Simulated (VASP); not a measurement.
Input of a VASP 6.6.1 run:

Contents of POSCAR:

```
BaTe
1.0
    0.0000000000      3.4100000000      3.4100000000
    3.4100000000      0.0000000000      3.4100000000
    3.4100000000      3.4100000000      0.0000000000
Ba Te
1 1
Direct
    0.0000000000      0.0000000000      0.0000000000
    0.4853372434      0.5146627566      0.4853372434
```

File INCAR.step1:

```
SYSTEM = BaTe
ALGO = Normal
EDIFF = 1E-4
ENCUT = 520
GGA = PE
ISMEAR = 0
LASPH = .True.
LCHARG = .False.
LREAL = .False.
LWAVE = .True.
NBANDS = 15
NELM = 100
PREC = Accurate
SIGMA = 0.05
```

Contents of INCAR.step2:

```
SYSTEM = BaTe
ALGO = Normal
EDIFF = 1E-6
ENCUT = 520
ISIF = 2
ISMEAR = 0
ISTART = 1
LASPH = .True.
LCHARG = .True.
LELF = .True.
LMIXTAU = .True.
LREAL = .False.
LVHAR = .True.
LWAVE = .False.
METAGGA = R2SCAN
NBANDS = 15
NELM = 100
PREC = Accurate
SIGMA = 0.05
```

Contents of KPOINTS:

```
k-points
0
Gamma
  8 8 8
  0 0 0
```

Potentials or basis: VASP PAW PBE potentials, release 64 (Ba_sv, Te).

Launch:

```sh
$ cat potpaw_PBE.64/Ba_sv/POTCAR potpaw_PBE.64/Te/POTCAR > POTCAR
$ cp INCAR.step1 INCAR
$ mpirun -np 1 vasp_std > vasp.out
$ cp INCAR.step2 INCAR
$ mpirun -np 1 vasp_std > vasp.out
```

**Question.** What does it give for the largest force?

**Answer.** 0.344 eV/Å.

**Question.** What does it give for the pressure?

**Answer.** 4.6 GPa.

**Question.** Estimate the band gap on the k mesh.

**Answer.** 1.70 eV, indirect (least direct gap 2.07 eV).

Forces on the atoms (eV/Å):
```
Ba   0.000 -0.344  0.000
Te   0.000  0.344  0.000
```

Caveat: the cell differs from its parent crystal (all Te atoms moved -0.100 Å, as atom 2 along Cartesian [0 1 0]); the PAW data sets were made with another functional, which shifts forces and pressure a little; spin-orbit coupling is left out, which moves the levels of the heavy elements. A k mesh can miss the band edges.
